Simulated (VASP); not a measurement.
# Sn2C (Pn-3m) in VASP: a series of runs, part 2 of 2

VASP 6.6.1. The steps go on from the part before.

## (3) Single point, PBE

This run uses another cell than the first one, of 22.13 Å³/atom, 0.972 times its volume.

Input file INCAR:

```
SYSTEM = Sn2C
PREC = Accurate
ENCUT = 520
EDIFF = 1E-6
ISMEAR = 0
SIGMA = 0.1
LREAL = .False.
LASPH = .True.
NELM = 60
ALGO = Normal
ISIF = 2
LWAVE = .False.
LCHARG = .False.
GGA = PE
NBANDS = 41
```

Input file KPOINTS:

```
regular mesh
0
Gamma
  8 8 8
  0 0 0
```

Input file POSCAR:

```
Sn2C
1.0
    5.1016994119      0.0000000000      0.0000000000
    0.0000000000      5.1016994119      0.0000000000
    0.0000000000      0.0000000000      5.1016994119
Sn C
4 2
Direct
    0.2500000000      0.2500000000      0.2500000000
    0.2500000000      0.7500000000      0.7500000000
    0.7500000000      0.7500000000      0.2500000000
    0.7500000000      0.2500000000      0.7500000000
    0.0000000000      0.0000000000      0.0000000000
    0.5000000000      0.5000000000      0.5000000000
```

Potentials or basis: VASP PAW PBE potentials, release 64 (Sn_d, C).

The run is started by

```console
> cat potpaw_PBE.64/Sn_d/POTCAR potpaw_PBE.64/C/POTCAR > POTCAR
> mpirun -np 1 vasp_std > vasp.out
```

Run time: 86 s. Hardware: 1 thread of Intel Xeon 6975P-C (Granite Rapids), shared host; peak memory 0.32 GiB.

It converged, with:

```
Free energy            : -26.5002 eV
Pressure               : -0.1 GPa
Band gap on the k mesh : zero (band 32 reaches 8.68 eV, above the bottom of band 33 at 6.75 eV)
```

Levels at points of the mesh, in eV from the Fermi level:
| k point | band 30 | band 31 | band 32 | band 33 | band 34 | band 35 |
| --- | --- | --- | --- | --- | --- | --- |
| (0.00, 0.00, 0.00) | -3.05 | -3.05 | 1.70 | 1.70 | 1.70 | 1.89 |
| (0.50, 0.00, 0.00) | -1.49 | -0.41 | -0.41 | 0.52 | 0.52 | 1.27 |
| (0.50, 0.50, 0.00) | -2.58 | -1.05 | -1.05 | 1.54 | 1.54 | 1.78 |
| (0.50, 0.50, 0.50) | -0.43 | -0.43 | -0.34 | 1.14 | 1.14 | 1.14 |

Caveat: spin-orbit coupling is left out, which moves the levels of the heavy elements.

## (4) Relaxation of cell and atoms, PBE

Input file INCAR:

```
PREC = Accurate
ENCUT = 600
EDIFF = 1E-7
ISMEAR = 0
SIGMA = 0.1
LREAL = False
LASPH = True
NELM = 100
ALGO = Normal
ISIF = 3
LWAVE = False
LCHARG = False
GGA = PE
IBRION = 2
NSW = 100
EDIFFG = -0.01
```

Input file KPOINTS:

```
Automatic mesh
0
Gamma
  8 8 8
```

POSCAR: that of step 3 with these lines changed.

```diff
@@ -2,5 +2,5 @@
 1.0
-    5.1016994119      0.0000000000      0.0000000000
-    0.0000000000      5.1016994119      0.0000000000
-    0.0000000000      0.0000000000      5.1016994119
+    5.1500974400      0.0000000000      0.0000000000
+    0.0000000000      5.1500974400      0.0000000000
+    0.0000000000      0.0000000000      5.1500974400
 Sn C
```

Potentials or basis: VASP PAW PBE potentials, release 64 (Sn_d, C).

The run is started by

```console
> cat potpaw_PBE.64/Sn_d/POTCAR potpaw_PBE.64/C/POTCAR > POTCAR
> mpirun -np 1 vasp_std > vasp.out
```

OUTCAR:

```text
PREC = Accurate
   ENCUT = 600
   EDIFF = 1E-7
   ISMEAR = 0
   LREAL = False
   LASPH = True
   NELM = 100
   ISIF = 3
   GGA = PE
   IBRION = 2
   NSW = 100
   EDIFFG = -0.01

 ion  position               nearest neighbor table
   1  0.250  0.250  0.250-   5 2.23   6 2.23   4 3.64   2 3.64   3 3.64   2 3.64   4 3.64   2 3.64
                             3 3.64   2 3.64   3 3.64   4 3.64   4 3.64   3 3.64
   2  0.250  0.750  0.750-   5 2.23   6 2.23   4 3.64   1 3.64   3 3.64   1 3.64   3 3.64   1 3.64
                             4 3.64   1 3.64   3 3.64   4 3.64   3 3.64   4 3.64
   3  0.750  0.750  0.250-   5 2.23   6 2.23   4 3.64   1 3.64   2 3.64   2 3.64   4 3.64   1 3.64
                             4 3.64   4 3.64   1 3.64   2 3.64   2 3.64   1 3.64
   4  0.750  0.250  0.750-   5 2.23   6 2.23   3 3.64   1 3.64   2 3.64   1 3.64   3 3.64   2 3.64
                             3 3.64   3 3.64   1 3.64   2 3.64   1 3.64   2 3.64
   5  0.000  0.000  0.000-   1 2.23   2 2.23   3 2.23   4 2.23
   6  0.500  0.500  0.500-   1 2.23   2 2.23   3 2.23   4 2.23

  LATTYP: Found a simple cubic cell.
 ALAT       =     5.1500974400

  Lattice vectors:

 A1 = (   5.1500974400,   0.0000000000,   0.0000000000)
 A2 = (   0.0000000000,   5.1500974400,   0.0000000000)
[... 191 lines left out ...]

  FORCE on cell =-STRESS in cart. coord.  units (eV):
  Direction    XX          YY          ZZ          XY          YZ          ZX
  --------------------------------------------------------------------------------------
  -------------------------------------------------------------------------------------
  Total       -1.4254900     -1.4254900     -1.4254900      0.0000000      0.0000000     -0.0000000
  in kB      -16.7196974    -16.7196974    -16.7196974      0.0000000      0.0000000     -0.0000000
  external PRESSURE =     -16.7196974 kB  Pullay stress =       0.0000000 kB
[... 67 lines left out ...]
--------------------------------------- Ionic step        3  -------------------------------------------

 number of electron      63.9999999 magnetization

 Free energy of the ion-electron system (eV)
  ---------------------------------------------------
  ext. energy  EPLUGINS =         0.00000000
  ---------------------------------------------------
  free energy    TOTEN  =       -26.50228438 eV

  energy without entropy =      -26.48002464  energy(sigma->0) =      -26.49115451

 E-fermi :   6.9982     XC(G=0): -10.1360

 val. band max:        6.9930153602   @ k =   0.5000   0.2500   0.2500
 cond. band min:       7.0036650577   @ k =   0.2500   0.1250   0.0000
 fundamental gap:      0.0106496975
 Fermi energy:         6.9982387644

 k-point     1 :       0.0000    0.0000    0.0000
  band No.  band energies     occupation
      1     -14.7570      2.00000
      2     -14.6297      2.00000
      3     -14.6297      2.00000
      4     -14.6006      2.00000
      5     -14.6006      2.00000
      6     -14.6006      2.00000
[... 973 lines left out ...]
     37      10.1030      0.00000
     38      10.7483      0.00000

 [... further k-points ...]
[... 5 lines left out ...]
  --------------------------------------------------------------------------------------
  -------------------------------------------------------------------------------------
  Total        0.0036791      0.0036791      0.0036791      0.0000000      0.0000000      0.0000000
  in kB        0.0444464      0.0444464      0.0444464      0.0000000      0.0000000      0.0000000
  external PRESSURE =       0.0444464 kB  Pullay stress =       0.0000000 kB
[... 21 lines left out ...]
  FREE ENERGIE OF THE ION-ELECTRON SYSTEM (eV)
  ---------------------------------------------------
  free  energy   TOTEN  =       -26.5022843760 eV

  energy  without entropy=      -26.4800246393  energy(sigma->0) =      -26.49115451

 reached required accuracy - stopping structural energy minimisation
```

OSZICAR:

```text
N       E                     dE             d eps       ncg     rms          rms(c)
DAV:   1     0.708279915453E+03    0.70828E+03   -0.34258E+04  2714   0.274E+03
DAV:   2     0.818537270046E+02   -0.62643E+03   -0.61364E+03  2668   0.685E+02
DAV:   3    -0.217104632322E+02   -0.10356E+03   -0.99776E+02  3048   0.224E+02
DAV:   4    -0.295097694111E+02   -0.77993E+01   -0.74703E+01  3146   0.584E+01
[... 33 lines left out ...]
DAV:   5    -0.265022920620E+02    0.15808E-04   -0.38683E-05  3306   0.461E-02    0.845E-03
DAV:   6    -0.265022871997E+02    0.48623E-05   -0.10514E-05  3344   0.149E-02    0.449E-03
DAV:   7    -0.265022855615E+02    0.16382E-05   -0.18010E-06  3350   0.128E-02    0.226E-03
DAV:   8    -0.265022844377E+02    0.11238E-05   -0.69389E-07  2618   0.111E-02    0.868E-04
DAV:   9    -0.265022843760E+02    0.61689E-07   -0.35253E-08  1486   0.141E-03
   3 F= -.26502284E+02 E0= -.26491155E+02  d E =-.213875E-01
```

CONTCAR:

```text
Sn2C
   1.00000000000000
     5.0996089327138208   -0.0000000000000000   -0.0000000000000000
     0.0000000000000000    5.0996089327138208    0.0000000000000000
     0.0000000000000000    0.0000000000000000    5.0996089327138208
  Sn              C
     4     2
Direct
     0.2500000000000000    0.2500000000000000    0.2500000000000000
     0.2500000000000000    0.7500000000000000    0.7500000000000000
     0.7500000000000000    0.7500000000000000    0.2500000000000000
     0.7500000000000000    0.2500000000000000    0.7500000000000000
     0.0000000000000000    0.0000000000000000    0.0000000000000000
     0.5000000000000000    0.5000000000000000    0.5000000000000000

  0.00000000E+00  0.00000000E+00  0.00000000E+00
  0.00000000E+00  0.00000000E+00  0.00000000E+00
  0.00000000E+00  0.00000000E+00  0.00000000E+00
  0.00000000E+00  0.00000000E+00  0.00000000E+00
  0.00000000E+00  0.00000000E+00  0.00000000E+00
  0.00000000E+00  0.00000000E+00  0.00000000E+00
```

Wall time 4.6 min (1 thread of Intel Xeon 6975P-C (Granite Rapids), shared host); peak memory 0.37 GiB.

What came out:

- Free energy: -26.5023 eV
- Relaxed volume: 22.10 Å³/atom
- Relaxed cell: a = 5.100 Å, b = 5.100 Å, c = 5.100 Å, α = 90.00°, β = 90.00°, γ = 90.00°
- Space group after relaxing (to 0.05 Å): Pn-3m (No. 224)
- Energy gained by relaxing: 3.6 meV/atom
- Ionic steps: 3
- Pressure after relaxing: 0.0 GPa
- Band gap on the k mesh: zero (band 32 reaches 8.69 eV, above the bottom of band 33 at 6.76 eV)

Step by step:
| step | energy change (eV) | largest force (eV/Å) | pressure (GPa) | volume (Å³) |
| --- | --- | --- | --- | --- |
| 1 | 0.0000 | 0.0000 | -1.67 | 136.60 |
| 2 | -0.0207 | 0.0000 | 0.31 | 131.96 |
| 3 | -0.0214 | 0.0000 | 0.00 | 132.62 |

Final structure:
```xyz
6
Lattice="5.0996 0.0000 0.0000 0.0000 5.0996 0.0000 0.0000 0.0000 5.0996" Properties=species:S:1:pos:R:3 pbc="T T T"
Sn    1.2749    1.2749    1.2749
Sn    1.2749    3.8247    3.8247
Sn    3.8247    3.8247    1.2749
Sn    3.8247    1.2749    3.8247
C     0.0000    0.0000    0.0000
C     2.5498    2.5498    2.5498
```

Caveat: spin-orbit coupling is left out, which moves the levels of the heavy elements.

## (5) Overview

```csv
task,cell,k mesh,cutoff (eV),gap on the mesh (eV),pressure (GPa)
single point,"a = 5.150 Å, 6 atoms",4 × 4 × 4,520,none,-1.3
single point,"a = 5.102 Å, 6 atoms",8 × 8 × 8,520,none,-0.1
relaxation of cell and atoms,"relaxed from a = 5.150 Å, 6 atoms",8 × 8 × 8,600,none,0.0
```

Alike in all rows: level PBE; potentials or basis VASP PAW PBE potentials, release 64 (Sn_d, C); no spin polarisation; smearing gaussian 0.1 eV.

Caveats: spin-orbit coupling is left out, which moves the levels of the heavy elements.

Total energies depend on the potentials used, so only differences within one code and one set of settings carry meaning.
